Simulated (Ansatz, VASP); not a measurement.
## Al2BN3: VASP beside Ansatz

```xyz
6
Lattice="2.4948 1.4404 3.2955 -2.4948 1.4404 3.2955 0.0000 -2.8808 3.2955" Properties=species:S:1:pos:R:3 pbc="T T T"
Al    0.0000    0.0000    2.8066
Al    0.0000    0.0000    7.0799
B     0.0000    0.0000    4.9432
N     0.0000   -1.4404    1.6477
N     1.2474    0.7202    1.6477
N    -1.2474    0.7202    1.6477
```

Alike in both runs: task single point; functional PBE; k mesh 6 × 6 × 6; occupations gaussian, width 0.1 eV; collinear spin.

```csv
,VASP,Ansatz
version,VASP 6.6.1,Ansatz 0.2.0
potentials or method,"VASP PAW PBE potentials, release 64 (Al, B, N), cutoff 520 eV","scalar-relativistic, plane waves, PAW"
valence electrons in the cell,24,24
```

|  | VASP | Ansatz | Ansatz less VASP |
| --- | --- | --- | --- |
| gap on the k mesh at the Fermi level (eV) | none | none | - |
| pressure (GPa) | 0.3 | 0.4 | +0.13 |
| traceless stress, the component that is largest in VASP (GPa) | -0.73 | -0.53 | +0.202 |
| rms of the force components (eV/Å) | 0.003 | 0.004 | +0.0011 |
| net moment per atom (μB) | 0.11 | 0.10 | -0.003 |
| size of the moment on the site where the two differ most (μB) | 0.04 | 0.04 | +0.004 |

Site moments also hang on the region over which each program counts them. Atom by atom the forces differ by 0.001 eV/Å (rms over components). A gap of «none» marks a metal or a gap that the smearing closes. The functional is the same, so the differences come from potentials, cutoffs and numerics.
